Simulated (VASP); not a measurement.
# Cu (P6_3/mmc) in VASP: further runs, part 2 of 2

VASP 6.6.1. The steps go on from the part before.

**4. Single point, PBEsol (volume scaled by 1.03, then relaxed in part)**

Input file INCAR:

```
ALGO = Normal ; EDIFF = 1E-6
ENCUT = 520 ; GGA = PS
ISIF = 2 ; ISMEAR = 0
LASPH = True ; LCHARG = False
LREAL = False ; LWAVE = False
NBANDS = 18 ; NELM = 100
PREC = Accurate ; SIGMA = 0.1
```

Input file KPOINTS:

```
k-points
0
Gamma
  18 18 10
```

Input file POSCAR:

```
Cu
1.0
    2.5455489954      0.0000000000      0.0000000000
   -1.2727744977      2.2045100966      0.0000000000
    0.0000000000      0.0000000000      4.1572835756
Cu
2
Direct
    0.3333333333      0.6666666667      0.2500000000
    0.6666666667      0.3333333333      0.7500000000
```

Potentials or basis: VASP PAW PBE potentials, release 64 (Cu).

On the command line:

```sh
cat potpaw_PBE.64/Cu/POTCAR > POTCAR
mpirun -np 1 vasp_std > vasp.out
```

OUTCAR:

```text
EDIFF = 1E-6
   ENCUT = 520
   GGA = PS
   ISIF = 2
   ISMEAR = 0
   LASPH = True
   LREAL = False
   NELM = 100
   PREC = Accurate

 ion  position               nearest neighbor table
   1  0.333  0.667  0.250-   2 2.55   2 2.55   2 2.55   2 2.55   2 2.55   2 2.55
   2  0.667  0.333  0.750-   1 2.55   1 2.55   1 2.55   1 2.55   1 2.55   1 2.55

  LATTYP: Found a hexagonal cell.
 ALAT       =     2.5455489954
 C/A-ratio  =     1.6331579487

  Lattice vectors:

 A1 = (   2.5455489954,   0.0000000000,   0.0000000000)
 A2 = (  -1.2727744977,   2.2045100966,   0.0000000000)
 A3 = (   0.0000000000,   0.0000000000,   4.1572835756)

Analysis of symmetry for initial positions (statically):
=====================================================================
 Subroutine PRICEL returns:
 Original cell was already a primitive cell.

 Routine SETGRP: Setting up the symmetry group for a
 hexagonal supercell.

 Subroutine GETGRP returns: Found 24 space group operations
 (whereof 12 operations were pure point group operations)
 out of a pool of 24 trial point group operations.

The static configuration has the point symmetry D_3d.
 The point group associated with its full space group is D_6h.

Analysis of symmetry for dynamics (positions and initial velocities):
=====================================================================
 Subroutine PRICEL returns:
 Original cell was already a primitive cell.

 Routine SETGRP: Setting up the symmetry group for a
 hexagonal supercell.

 Subroutine GETGRP returns: Found 24 space group operations
 (whereof 12 operations were pure point group operations)
 out of a pool of 24 trial point group operations.

The dynamic configuration has the point symmetry D_3d.
 The point group associated with its full space group is D_6h.

 Subroutine INISYM returns: Found 24 space group operations
[... 107 lines left out ...]
   PSTRESS=    0.0 pullay stress
   NELECT =      22.0000    total number of electrons
   NUPDOWN=      -1.0000    fix difference up-down
   EMIN   =  10.00;   EMAX   =-10.00  energy-range for DOS
   EFERMI =   0.00;   METHOD = LEGACY
   ISMEAR =     0;   SIGMA  =   0.10  broadening in eV -4-tet -1-fermi 0-gaus
   EFERMI_NEDOS =   21; number of points for ismear=-14 and -15
   IALGO  =     38    algorithm
   IMIX   =      4    mixing-type and parameters
     AMIX     =   0.40;   BMIX     =  1.00
     AMIX_MAG =   1.60;   BMIX_MAG =  1.00
  volume/ion in A,a.u.               =      11.66        78.72
  Fermi-wavevector in a.u.,A,eV,Ry     =   1.605393  3.033753 35.066108  2.577286
  Thomas-Fermi vector in A             =   2.701746
   LORBIT       =      0    0 simple, 1 ext, 2 COOP (PROOUT), +10 PAW based schemes
   GGA     = PS    functional components
   LHFCALC =     F    Hartree Fock is set to
   AEXX    =    0.0000 exact exchange contribution
   IVDW    =     0    specifies the selected vdW correction
   LEPSILON=     F    determine dielectric tensor
   LRPA    =     F    only Hartree local field effects (RPA)
 non-spin polarized calculation
 Gauss-broadening in eV      SIGMA  =   0.10
  energy-cutoff  :      520.00
  volume of cell :       23.33
 maximum number of plane-waves:       646
 NGX is ok and might be reduce to    20
   NGX =  9   NGY =  9   NGZ = 15

 number of electron      21.9999989 magnetization

 Free energy of the ion-electron system (eV)
  ---------------------------------------------------
  ext. energy  EPLUGINS =         0.00000000
  ---------------------------------------------------
  free energy    TOTEN  =        -8.59032878 eV

  energy without entropy =       -8.58564105  energy(sigma->0) =       -8.58798491

 E-fermi :   7.4862     XC(G=0): -12.9798

 val. band max:        7.4758108365   @ k =   0.2222   0.2222   0.5000
 cond. band min:       7.5027376756   @ k =   0.5000   0.0000   0.1000
 fundamental gap:      0.0269268391
 Fermi energy:         7.4861730742

 k-point     1 :       0.0000    0.0000    0.0000
  band No.  band energies     occupation
      1      -1.9296      2.00000
      2       2.3900      2.00000
      3       4.4858      2.00000
      4       4.5523      2.00000
      5       4.5523      2.00000
      6       4.7646      2.00000
[... 481 lines left out ...]
      5       4.4168      2.00000
      6       4.5790      2.00000
[... 10 lines left out ...]
     17      19.7813      0.00000
     18      26.4104      0.00000

 [... further k-points ...]
[... 5 lines left out ...]
  --------------------------------------------------------------------------------------
  -------------------------------------------------------------------------------------
  Total       -0.5580815     -0.5580815     -0.5646778      0.0000000      0.0000000      0.0000000
  in kB      -38.3270143    -38.3270143    -38.7800258      0.0000000      0.0000000      0.0000000
  external PRESSURE =     -38.4780181 kB  Pullay stress =       0.0000000 kB

 VOLUME and BASIS-vectors are now :
 -----------------------------------------------------------------------------
  energy-cutoff  :      520.00
  volume of cell :       23.33
      direct lattice vectors                 reciprocal lattice vectors
     2.545548995  0.000000000  0.000000000     0.392842566  0.226807761  0.000000000
    -1.272774498  2.204510097  0.000000000     0.000000000  0.453615523  0.000000000
     0.000000000  0.000000000  4.157283576     0.000000000  0.000000000  0.240541686

 POSITION                                       TOTAL-FORCE (eV/Angst)
 -----------------------------------------------------------------------------------
     -0.00000      1.46967      1.03932         0.000000     -0.000000      0.000000
      1.27277      0.73484      3.11796        -0.000000      0.000000      0.000000
 -----------------------------------------------------------------------------------
    total drift:                                0.000000     -0.000000      0.000000

  FREE ENERGIE OF THE ION-ELECTRON SYSTEM (eV)
  ---------------------------------------------------
  free  energy   TOTEN  =        -8.5903287798 eV

  energy  without entropy=       -8.5856410473  energy(sigma->0) =       -8.58798491
```

OSZICAR:

```text
N       E                     dE             d eps       ncg     rms          rms(c)
DAV:   1     0.121361254827E+03    0.12136E+03   -0.10565E+04  8586   0.219E+03
DAV:   2    -0.467633180278E+01   -0.12604E+03   -0.11974E+03  8008   0.288E+02
DAV:   3    -0.107118682952E+02   -0.60355E+01   -0.57654E+01  8966   0.856E+01
DAV:   4    -0.107743268711E+02   -0.62459E-01   -0.62416E-01  9494   0.933E+00
DAV:   5    -0.107751288290E+02   -0.80196E-03   -0.80193E-03  9902   0.917E-01    0.119E+01
DAV:   6    -0.949126513561E+01    0.12839E+01   -0.13415E+01  8490   0.106E+02    0.616E+00
DAV:   7    -0.861611760437E+01    0.87515E+00   -0.27075E+00  8678   0.437E+01    0.718E-01
DAV:   8    -0.859563117863E+01    0.20486E-01   -0.25404E-02 11240   0.240E+00    0.542E-01
DAV:   9    -0.859029440124E+01    0.53368E-02   -0.80285E-03  9244   0.259E+00    0.322E-02
DAV:  10    -0.859032620148E+01   -0.31800E-04   -0.25153E-04 12118   0.248E-01    0.508E-03
DAV:  11    -0.859032877998E+01   -0.25785E-05   -0.10082E-06  6984   0.255E-02    0.191E-03
DAV:  12    -0.859032877981E+01    0.16826E-09   -0.58602E-07  5200   0.157E-02
   1 F= -.85903288E+01 E0= -.85879849E+01  d E =-.468773E-02
```

stdout:

```text
POSCAR found type information on POSCAR Cu
 POSCAR found :  1 types and       2 ions
 scaLAPACK will be used
 -----------------------------------------------------------------------------
|                                                                             |
|                                                                             |
|     You enforced a specific xc type in the INCAR file but a different       |
|     I HOPE YOU KNOW WHAT YOU ARE DOING!                                     |
|                                                                             |
 -----------------------------------------------------------------------------

 LDA part: xc-table for (Slater+PW92), standard interpolation
 POSCAR, INCAR and KPOINTS ok, starting setup
 FFT: planning ... GRIDC
 FFT: planning ... GRID_SOFT
 FFT: planning ... GRID
 WAVECAR not read
 entering main loop
```

Wall time 38 s (1 thread of AMD EPYC 9R14 (Zen 4), shared host); peak memory 0.16 GiB.

What came out:

```
Free energy            : -8.5903 eV
Pressure               : -3.8 GPa
Band gap on the k mesh : zero (band 11 reaches 11.60 eV, above the bottom of band 12 at 5.59 eV)
```

Levels at points of the mesh, in eV from the Fermi level:
```tsv
k point	band 9	band 10	band 11	band 12	band 13	band 14
(0.00, 0.00, 0.00)	-2.43	-1.67	-1.67	-1.01	3.87	21.51
(0.50, 0.00, 0.00)	-1.53	-1.47	0.06	1.63	7.85	8.22
(0.00, 0.00, 0.50)	-1.90	-1.90	-1.90	-1.90	12.59	12.59
(0.50, 0.00, 0.50)	-1.51	-1.51	0.52	0.52	4.95	4.95
```

Caveat: the PAW data sets were made with another functional, which shifts forces and pressure a little.

**5. Single point, PBEsol (volume scaled by 1.06, then relaxed in part)**

Input file INCAR:

```
ALGO = Fast ; EDIFF = 1E-6
ENCUT = 520 ; GGA = PS
ISIF = 2 ; ISMEAR = 0
LASPH = True ; LCHARG = False
LREAL = False ; LWAVE = False
NBANDS = 18 ; NELM = 60
PREC = Accurate ; SIGMA = 0.1
```

KPOINTS is that of step 4.

Input file POSCAR:

```
Cu
1.0
    2.5700269297      0.0000000000      0.0000000000
   -1.2850134648      2.2257086095      0.0000000000
    0.0000000000      0.0000000000      4.1972599085
Cu
2
Direct
    0.3333333333      0.6666666667      0.2500000000
    0.6666666667      0.3333333333      0.7500000000
```

On the command line:

```sh
cat potpaw_PBE.64/Cu/POTCAR > POTCAR
mpirun -np 1 vasp_std > vasp.out
```

Wall time 49 s (1 thread of AMD EPYC 9R14 (Zen 4), shared host); peak memory 0.16 GiB.

Results (log left out):

```
Free energy            : -8.5662 eV
Pressure               : -7.7 GPa
Band gap on the k mesh : zero (band 11 reaches 11.18 eV, above the bottom of band 12 at 5.28 eV)
```

Levels at points of the mesh, in eV from the Fermi level:
```tsv
k point	band 9	band 10	band 11	band 12	band 13	band 14
(0.00, 0.00, 0.00)	-2.37	-1.64	-1.64	-0.92	3.72	21.28
(0.50, 0.00, 0.00)	-1.50	-1.45	0.06	1.57	7.71	8.05
(0.00, 0.00, 0.50)	-1.86	-1.86	-1.86	-1.86	12.34	12.34
(0.50, 0.00, 0.50)	-1.49	-1.49	0.55	0.55	4.79	4.79
```

Caveat: the PAW data sets were made with another functional, which shifts forces and pressure a little.

**6. Single point, PBEsol (volume scaled by 1.10, then relaxed in part)**

Input file INCAR:

```
PREC     = Accurate       # precision mode
ENCUT    = 520            # plane-wave cutoff, eV
EDIFF    = 1E-6           # SCF threshold, eV
ISMEAR   = 0              # smearing method
SIGMA    = 0.1            # smearing width, eV
LREAL    = F              # projectors in reciprocal space
LASPH    = T              # aspherical terms in the spheres
NELM     = 100            # most SCF steps
ALGO     = Fast           # electronic algorithm
ISIF     = 2              # what is computed and relaxed
LWAVE    = F              # write WAVECAR
LCHARG   = F              # write CHGCAR
GGA      = PS             # functional
NBANDS   = 18             # bands
```

Input file KPOINTS:

```
Automatic mesh
0
Gamma
  18 18 10
```

Input file POSCAR:

```
Cu
1.0
    2.6019559948      0.0000000000      0.0000000000
   -1.3009779974      2.2533599911      0.0000000000
    0.0000000000      0.0000000000      4.2494051150
Cu
2
Direct
    0.3333333333      0.6666666667      0.2500000000
    0.6666666667      0.3333333333      0.7500000000
```

Potentials or basis: VASP PAW PBE potentials, release 64 (Cu).

On the command line:

```sh
cat potpaw_PBE.64/Cu/POTCAR > POTCAR
mpirun -np 1 vasp_std > vasp.out
```

Run time: 49 s. Hardware: 1 thread of AMD EPYC 9R14 (Zen 4), shared host; peak memory 0.16 GiB.

Results (log left out):

```yaml
Free_energy: -8.5113 eV
Pressure: -12.0 GPa
Band_gap_on_the_k_mesh: zero (band 11 reaches 10.66 eV, above the bottom of band 12 at 4.89 eV)
```

Levels at points of the mesh, in eV from the Fermi level:
```
           k point  band 8  band 9  band 10  band 11  band 12  band 13  band 14  band 15
(0.00, 0.00, 0.00)   -2.29   -2.29    -1.60    -1.60    -0.82     3.54    20.95    20.95
(0.50, 0.00, 0.00)   -1.51   -1.47    -1.42     0.06     1.50     7.55     7.83    10.39
(0.00, 0.00, 0.50)   -2.78   -1.81    -1.81    -1.81    -1.81    12.04    12.04    21.64
(0.50, 0.00, 0.50)   -1.75   -1.46    -1.46     0.58     0.58     4.60     4.60    15.57
```

Caveat: the PAW data sets were made with another functional, which shifts forces and pressure a little.

**7. The runs side by side**

```tsv
cell	gap on the mesh (eV)	pressure (GPa)
a = 2.495, b = 2.495, c = 4.075 Å, angles 90.0, 90.0, 120.0°, 2 atoms	none	6.2
a = 2.521, b = 2.521, c = 4.117 Å, angles 90.0, 90.0, 120.0°, 2 atoms	none	0.8
a = 2.546, b = 2.546, c = 4.157 Å, angles 90.0, 90.0, 120.0°, 2 atoms	none	-3.8
a = 2.570, b = 2.570, c = 4.197 Å, angles 90.0, 90.0, 120.0°, 2 atoms	none	-7.7
a = 2.602, b = 2.602, c = 4.249 Å, angles 90.0, 90.0, 120.0°, 2 atoms	none	-12.0
```

Alike in all rows: task single point; level PBEsol; potentials or basis VASP PAW PBE potentials, release 64 (Cu); no spin polarisation; k mesh 18 × 18 × 10; cutoff (eV) 520; smearing gaussian 0.1 eV.

Caveats: the PAW data sets were made with another functional, which shifts forces and pressure a little.

Total energies depend on the potentials used, so only differences within one code and one set of settings carry meaning.
